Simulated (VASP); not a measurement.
Input of a VASP 6.6.1 run:

File INCAR:

```
SYSTEM = EuS
ALGO     = Normal         ! electronic algorithm
EDIFF    = 1E-6           ! SCF threshold, eV
ENCUT    = 600            ! plane-wave cutoff, eV
GGA      = PE             ! functional
GGA_COMPAT= .FALSE.      
ISIF     = 2              ! what is computed and relaxed
ISMEAR   = -1             ! smearing method
ISPIN    = 2              ! spin polarisation
IVDW     = 12             ! dispersion correction
LASPH    = .TRUE.         ! aspherical terms in the spheres
LCHARG   = .FALSE.        ! write CHGCAR
LMAXMIX  = 6              ! l up to which the mixer works
LORBIT   = 11             ! projections on sites
LREAL    = .FALSE.        ! projectors in reciprocal space
LWAVE    = .FALSE.        ! write WAVECAR
MAGMOM   = 7 0            ! initial moments
NBANDS   = 22             ! bands
NELM     = 200            ! most SCF steps
PREC     = Accurate       ! precision mode
SIGMA    = 0.05           ! smearing width, eV
```

File KPOINTS:

```
k-points
0
G
  8 8 8
  0 0 0
```

File POSCAR:

```
EuS
1.0
    0.0000000000      2.8819338818      2.8819338818
    2.8819338818      0.0000000000      2.8819338818
    2.8819338818      2.8819338818      0.0000000000
Eu S
1 1
Direct
    0.0000000000      0.0000000000      0.0000000000
    0.5000000000      0.5000000000      0.5000000000
```

Potentials or basis: VASP PAW PBE potentials, release 64 (Eu, S).

Launch:

```bash
$ cat potpaw_PBE.64/Eu/POTCAR potpaw_PBE.64/S/POTCAR > POTCAR
$ mpirun -np 1 vasp_std > vasp.out
```

(1) Predict the dispersion energy per atom.

(2) What does it give for the site moments?

(3) What does it give for the net moment?

(4) Estimate the pressure.

## Answers

(1) -0.366 eV.

(2) Eu +6.55; S -0.08 μB.

(3) 6.94 μB per cell.

(4) -0.3 GPa.

Caveat: spin-orbit coupling is left out, which moves the levels of the heavy elements; a cell with one magnetic atom can't hold antiferromagnetic order, which such compounds often take; semilocal functionals describe open f shells poorly, which spoils levels, moments and volumes.

**What was measured.**

“Crystal-field mediated electronic transitions of EuS up to 35 GPa”, 2022, pmc:8786971 reports, for a powder of EuS at 300 K: band gap 1.72 eV (optical).

Against the measured gap of EuS, 1.72 eV (optical; 300 K; powder; “Crystal-field mediated electronic transitions of EuS up to 35 GPa”, 2022, pmc:8786971), the calculated 0.00 eV is off by -1.72 eV. So large a miss can be the level of theory's own, or it may mean another phase, state or a wrong row. Spin-orbit coupling on Eu is left out. The value is that of PBE+D3(BJ) on a finite k mesh, which can miss the band edges, without temperature or zero-point motion. Semilocal functionals fall short of measured gaps as a rule. The run's magnetic order (collinear spin, ferromagnetic start) needn't be the measured crystal's.
